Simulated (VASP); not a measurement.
Write the native input for VASP 6.6.1 that does the following.

```yaml
Task: single point
Functional: PBEsol
Potentials_or_basis: VASP PAW PBE potentials, release 64 (Al, N)
Cutoff: 520 eV
k_mesh: 10 × 10 × 6
Occupations: fermi-dirac, width 0.05 eV
Spin: no spin polarisation
Dipole_correction: no
Further_INCAR_settings: ALGO = Normal; EDIFF = 1e-07; NBANDS = 16
```

The structure of AlN lies in POSCAR:

```
AlN
1.0
    3.0346630195      0.0000000000      0.0000000000
   -1.5173315097      2.6280952668      0.0000000000
    0.0000000000      0.0000000000      4.8191859500
Al N
2 2
Direct
    0.6666666667      0.3333333333      0.4978466233
    0.3333333333      0.6666666667     -0.0021533767
    0.6666666667      0.3333333333      0.8821533767
    0.3333333333      0.6666666667      0.3821533767
```

The input as run:

INCAR

```
PREC     = Accurate       # precision mode
ENCUT    = 520            # plane-wave cutoff, eV
EDIFF    = 1E-7           # SCF threshold, eV
ISMEAR   = -1             # smearing method
SIGMA    = 0.05           # smearing width, eV
LREAL    = F              # projectors in reciprocal space
LASPH    = T              # aspherical terms in the spheres
NELM     = 100            # most SCF steps
ALGO     = Normal         # electronic algorithm
ISIF     = 2              # what is computed and relaxed
LWAVE    = F              # write WAVECAR
LCHARG   = F              # write CHGCAR
GGA      = PS             # functional
NBANDS   = 16             # bands
```

KPOINTS

```
regular mesh
0
Gamma
  10 10 6
```

Potentials or basis: VASP PAW PBE potentials, release 64 (Al, N).

The run is started by

```bash
$ cat potpaw_PBE.64/Al/POTCAR potpaw_PBE.64/N/POTCAR > POTCAR
$ mpirun -np 1 vasp_std > vasp.out
```

It gave:

* Pressure: 20.2 GPa
* Band gap on the k mesh: 4.81 eV

Caveat: the cell stands under pressure; the PAW data sets were made with another functional, which shifts forces and pressure a little.

Wall time 24 s on 1 thread of AMD EPYC 7R13 Processor (Zen 3) (shared host), peak memory 0.13 GiB.
